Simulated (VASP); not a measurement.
# Ta4Rh (Pm-3m) in VASP: notebook, part 3 of 3

VASP 6.6.1. The steps go on from the part before.

## 4. Relaxation of cell and atoms, PBE

File INCAR:

```
  ALGO = Fast
  EDIFF = 1E-7
  EDIFFG = -0.04
  ENCUT = 600
  GGA = PE
  IBRION = 2
  ISIF = 3
  ISMEAR = 0
  LASPH = True
  LCHARG = False
  LREAL = False
  LWAVE = False
  NELM = 80
  NSW = 90
  PREC = Accurate
  SIGMA = 0.1
```

File KPOINTS:

```
k-points
0
Gamma
  4 4 4
```

File POSCAR:

```
Ta4Rh
1.0
    4.3423367500      0.0000000000      0.0000000000
    0.0000000000      4.3423367500      0.0000000000
    0.0000000000      0.0000000000      4.3423367500
Ta Rh
4 1
Direct
    0.0000000000      0.0000000000      0.0000000000
    0.5000000000      0.5000000000      0.0000000000
    0.5000000000      0.0000000000      0.5000000000
    0.0000000000      0.5000000000      0.5000000000
    0.5000000000      0.5000000000      0.5000000000
```

Potentials or basis: VASP PAW PBE potentials, release 64 (Ta_pv, Rh_pv).

Launch:

```bash
cat potpaw_PBE.64/Ta_pv/POTCAR potpaw_PBE.64/Rh_pv/POTCAR > POTCAR
mpirun -np 1 vasp_std > vasp.out
```

OUTCAR:

```text
EDIFF = 1E-7
   EDIFFG = -0.04
   ENCUT = 600
   GGA = PE
   IBRION = 2
   ISIF = 3
   ISMEAR = 0
   LASPH = True
   LREAL = False
   NELM = 80
   NSW = 90
   PREC = Accurate

 ion  position               nearest neighbor table
   1  0.000  0.000  0.000-   2 3.07   3 3.07   4 3.07   3 3.07   4 3.07   2 3.07   4 3.07   4 3.07
                             2 3.07   3 3.07   3 3.07   2 3.07
   2  0.500  0.500  0.000-   5 2.17   5 2.17   4 3.07   1 3.07   3 3.07   4 3.07   3 3.07   1 3.07
                             3 3.07   3 3.07   1 3.07   4 3.07   4 3.07   1 3.07
   3  0.500  0.000  0.500-   5 2.17   5 2.17   4 3.07   1 3.07   1 3.07   2 3.07   2 3.07   4 3.07
                             2 3.07   2 3.07   1 3.07   4 3.07   1 3.07   4 3.07
   4  0.000  0.500  0.500-   5 2.17   5 2.17   3 3.07   1 3.07   1 3.07   2 3.07   1 3.07   3 3.07
                             1 3.07   2 3.07   3 3.07   2 3.07   2 3.07   3 3.07
   5  0.500  0.500  0.500-   2 2.17   3 2.17   4 2.17   2 2.17   3 2.17   4 2.17

  LATTYP: Found a simple cubic cell.
 ALAT       =     4.3423367500

  Lattice vectors:

 A1 = (   4.3423367500,   0.0000000000,   0.0000000000)
 A2 = (   0.0000000000,   4.3423367500,   0.0000000000)
 A3 = (   0.0000000000,   0.0000000000,   4.3423367500)

Analysis of symmetry for initial positions (statically):
=====================================================================
 Subroutine PRICEL returns:
 Original cell was already a primitive cell.

 Routine SETGRP: Setting up the symmetry group for a
 simple cubic supercell.

 Subroutine GETGRP returns: Found 48 space group operations
 (whereof 48 operations were pure point group operations)
 out of a pool of 48 trial point group operations.

The static configuration has the point symmetry O_h .

Analysis of symmetry for dynamics (positions and initial velocities):
=====================================================================
 Subroutine PRICEL returns:
 Original cell was already a primitive cell.

 Routine SETGRP: Setting up the symmetry group for a
 simple cubic supercell.

 Subroutine GETGRP returns: Found 48 space group operations
 (whereof 48 operations were pure point group operations)
 out of a pool of 48 trial point group operations.

The dynamic configuration has the point symmetry O_h .
[... 179 lines left out ...]

 number of electron      59.0000066 magnetization

 E-fermi :   0.7582     XC(G=0):  -8.5184

 val. band max:        0.7527987439   @ k =   0.5000   0.5000   0.2500
 cond. band min:       0.7724143699   @ k =   0.5000   0.5000   0.5000
 fundamental gap:      0.0196156260
 Fermi energy:         0.7582437752

 k-point     1 :       0.0000    0.0000    0.0000
  band No.  band energies     occupation
      1     -45.3693      2.00000
      2     -45.3693      2.00000
      3     -45.3693      2.00000
      4     -35.2248      2.00000
      5     -35.2248      2.00000
      6     -35.2248      2.00000
[... 369 lines left out ...]
     34       1.3497      0.00000
     35       1.3497      0.00000

------------------------ aborting loop EDIFF was not reached (unconverged)  ----------------------------

  FORCE on cell =-STRESS in cart. coord.  units (eV):
  Direction    XX          YY          ZZ          XY          YZ          ZX
  --------------------------------------------------------------------------------------
  -------------------------------------------------------------------------------------
  Total      -29.8346003    -29.8346003    -29.8346003     -0.0000000      0.0000000     -0.0000000
  in kB     -223.1867924   -223.1867924   -223.1867924     -0.0000000      0.0000000     -0.0000000
  external PRESSURE =    -223.1867924 kB  Pullay stress =       0.0000000 kB
[... 26 lines left out ...]
--------------------------------------- Ionic step        3  -------------------------------------------

 number of electron      59.0000018 magnetization

------------------------ aborting loop EDIFF was not reached (unconverged)  ----------------------------

  FORCE on cell =-STRESS in cart. coord.  units (eV):
  Direction    XX          YY          ZZ          XY          YZ          ZX
  --------------------------------------------------------------------------------------
  -------------------------------------------------------------------------------------
  Total       -4.9572231     -4.9572231     -4.9572231     -0.0000000     -0.0000000      0.0000000
  in kB      -69.1620053    -69.1620053    -69.1620053     -0.0000000     -0.0000000      0.0000000
  external PRESSURE =     -69.1620053 kB  Pullay stress =       0.0000000 kB
[... 104 lines left out ...]
--------------------------------------- Ionic step        6  -------------------------------------------

 number of electron      58.9999970 magnetization

 Free energy of the ion-electron system (eV)
  ---------------------------------------------------
  ext. energy  EPLUGINS =         0.00000000
  ---------------------------------------------------
  free energy    TOTEN  =       -48.40237287 eV

  energy without entropy =      -48.34584910  energy(sigma->0) =      -48.37411099

 E-fermi :   5.1101     XC(G=0): -11.5203

 val. band max:        5.1032933556   @ k =   0.2500   0.0000   0.0000
 cond. band min:       5.2568775179   @ k =   0.5000   0.2500   0.0000
 fundamental gap:      0.1535841623
 Fermi energy:         5.1101350642

 k-point     1 :       0.0000    0.0000    0.0000
  band No.  band energies     occupation
      1     -42.8186      2.00000
      2     -42.8186      2.00000
      3     -42.8186      2.00000
      4     -29.9116      2.00000
      5     -29.9116      2.00000
      6     -29.9116      2.00000
[... 401 lines left out ...]
  FREE ENERGIE OF THE ION-ELECTRON SYSTEM (eV)
  ---------------------------------------------------
  free  energy   TOTEN  =       -48.4023728717 eV

  energy  without entropy=      -48.3458491022  energy(sigma->0) =      -48.37411099

 reached required accuracy - stopping structural energy minimisation
```

OSZICAR:

```text
N       E                     dE             d eps       ncg     rms          rms(c)
DAV:   1     0.713481163788E+03    0.71348E+03   -0.37195E+04   700   0.200E+03
DAV:   2    -0.110460537338E+02   -0.72453E+03   -0.71419E+03   747   0.585E+02
DAV:   3    -0.444966601479E+02   -0.33451E+02   -0.32338E+02   842   0.113E+02
[... 246 lines left out ...]
RMM:   8    -0.484023688303E+02   -0.14043E-04   -0.19004E-04   828   0.597E-02    0.149E-02
RMM:   9    -0.484023730069E+02   -0.41766E-05   -0.33369E-05   837   0.299E-02    0.952E-03
RMM:  10    -0.484023725745E+02    0.43247E-06   -0.97917E-06   795   0.149E-02    0.448E-03
RMM:  11    -0.484023728690E+02   -0.29449E-06   -0.26723E-06   684   0.685E-03    0.205E-03
RMM:  12    -0.484023728717E+02   -0.26930E-08   -0.62362E-07   507   0.258E-03
   6 F= -.48402373E+02 E0= -.48374111E+02  d E =-.498356E+01
```

Run time: 7.8 min. Hardware: 1 thread of Intel Xeon Platinum 8488C (Sapphire Rapids), shared host; peak memory 0.22 GiB.

What came out:

- Free energy: -48.4024 eV
- Relaxed volume: 21.63 Å³/atom
- Relaxed cell: a = 4.765 Å, b = 4.765 Å, c = 4.765 Å, α = 90.00°, β = 90.00°, γ = 90.00°
- Space group after relaxing (to 0.05 Å): Pm-3m (No. 221)
- Energy gained by relaxing: 996.7 meV/atom
- Ionic steps: 6
- Pressure after relaxing: -0.1 GPa

The path:
| step | energy change (eV) | largest force (eV/Å) | pressure (GPa) | volume (Å³) |
| --- | --- | --- | --- | --- |
| 1 | 0.0000 | 0.0000 | 76.63 | 81.88 |
| 2 | 9.8939 | 0.0000 | -22.32 | 214.17 |
| 3 | -3.7186 | 0.0000 | -6.92 | 114.84 |
| 4 | -4.9530 | 0.0000 | -3.65 | 110.76 |
| 5 | -4.9763 | 0.0000 | 1.90 | 106.88 |
| 6 | -4.9836 | 0.0000 | -0.07 | 108.17 |

Final structure:
```
Ta Rh
1.0
     4.76469    0.00000    0.00000
     0.00000    4.76469    0.00000
     0.00000    0.00000    4.76469
Ta Rh
4 1
Direct
  0.00000 0.00000 0.00000
  0.50000 0.50000 0.00000
  0.50000 0.00000 0.50000
  0.00000 0.50000 0.50000
  0.50000 0.50000 0.50000
```

Caveat: the k points lie up to 0.33 Å⁻¹ apart in the final cell; the volume moved by over 15 % at a fixed basis, so the end points are rough; spin-orbit coupling is left out, which moves the levels of the heavy elements.

## 5. Single point, PBE

This run uses another cell than the first one, of 21.50 Å³/atom, 1.313 times its volume.

File INCAR:

```
PREC = Accurate
ENCUT = 520
EDIFF = 1E-7
ISMEAR = 0
SIGMA = 0.1
LREAL = F
LASPH = T
NELM = 80
ALGO = Fast
ISIF = 2
LWAVE = F
LCHARG = F
GGA = PE
NBANDS = 38
```

File KPOINTS:

```
regular mesh
0
Gamma
  8 8 8
```

Edit POSCAR of step 4 so:

```diff
@@ -2,5 +2,5 @@
 1.0
-    4.3423367500      0.0000000000      0.0000000000
-    0.0000000000      4.3423367500      0.0000000000
-    0.0000000000      0.0000000000      4.3423367500
+    4.7546602997      0.0000000000      0.0000000000
+    0.0000000000      4.7546602997      0.0000000000
+    0.0000000000      0.0000000000      4.7546602997
 Ta Rh
```

Launch:

```bash
cat potpaw_PBE.64/Ta_pv/POTCAR potpaw_PBE.64/Rh_pv/POTCAR > POTCAR
mpirun -np 1 vasp_std > vasp.out
```

Wall time 2.3 min (1 thread of Intel Xeon Platinum 8488C (Sapphire Rapids), shared host); peak memory 0.28 GiB.

Results (log left out):

- Free energy: -48.5023 eV
- Pressure: 0.1 GPa

Levels at points of the mesh, in eV from the Fermi level:
```csv
k point,band 28,band 29,band 30,band 31,band 32,band 33
"(0.00, 0.00, 0.00)",0.86,0.86,0.86,2.31,2.31,2.31
"(0.50, 0.00, 0.00)",-0.29,0.16,0.16,0.85,0.88,1.06
"(0.50, 0.50, 0.00)",-0.91,-0.56,-0.18,0.18,0.18,0.55
"(0.50, 0.50, 0.50)",-0.32,-0.24,-0.24,-0.24,0.17,0.17
```

Caveat: spin-orbit coupling is left out, which moves the levels of the heavy elements.

## 6. Summary

```tsv
task	cell	k mesh	cutoff (eV)	gap on the mesh (eV)	pressure (GPa)
single point	a = 4.342 Å, 5 atoms	4 × 4 × 4	520	none	76.6
single point	a = 4.760 Å, 5 atoms	4 × 4 × 4	520	none	0.5
relaxation of cell and atoms	relaxed from a = 4.342 Å, 5 atoms	4 × 4 × 4	600	none	-0.1
single point	a = 4.755 Å, 5 atoms	8 × 8 × 8	520	none	0.1
```

Alike in all rows: level PBE; potentials or basis VASP PAW PBE potentials, release 64 (Ta_pv, Rh_pv); no spin polarisation; smearing gaussian 0.1 eV.

Caveats: some runs use coarse meshes; spin-orbit coupling is left out, which moves the levels of the heavy elements; the volume moved by over 15 % at a fixed basis, so the end points are rough (some runs).

Absolute energies hang on the potentials; compare differences alone.
